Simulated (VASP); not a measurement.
Cs, 1 atom in the cell. It takes space group Fmmm (No. 69, orthorhombic). Conventional cell: a = 6.045 Å, b = 8.485 Å, c = 8.613 Å, α = 90.00°, β = 90.00°, γ = 90.00°.  This cell differs from its parent crystal: strain +0.0150 x Voigt [0, 0, 0, 0, 1, 0].

```yaml
Program: VASP 6.6.1
Task: single point
Functional: PBE
Potentials_or_basis: VASP PAW PBE potentials, release 64 (Cs_sv)
Cutoff: 520 eV
k_mesh: 12 × 12 × 12
Occupations: gaussian, width 0.15 eV
Spin: no spin polarisation
Dipole_correction: no
Further_INCAR_settings: ALGO = Fast; EDIFF = 1e-07; NBANDS = 10
```

Potentials or basis: VASP PAW PBE potentials, release 64 (Cs_sv).

Run with:

```bash
$ cat potpaw_PBE.64/Cs_sv/POTCAR > POTCAR
$ mpirun -np 1 vasp_std > vasp.out
```

Hardware: 1 thread of AMD EPYC 7R13, on a shared host.

Q: How long does it take, and how much memory?

A: Run time: 8.5 min on 1 thread of AMD EPYC 7R13, on a shared host, peak memory 0.42 GiB. Counts: scf iterations 13, k points 280.
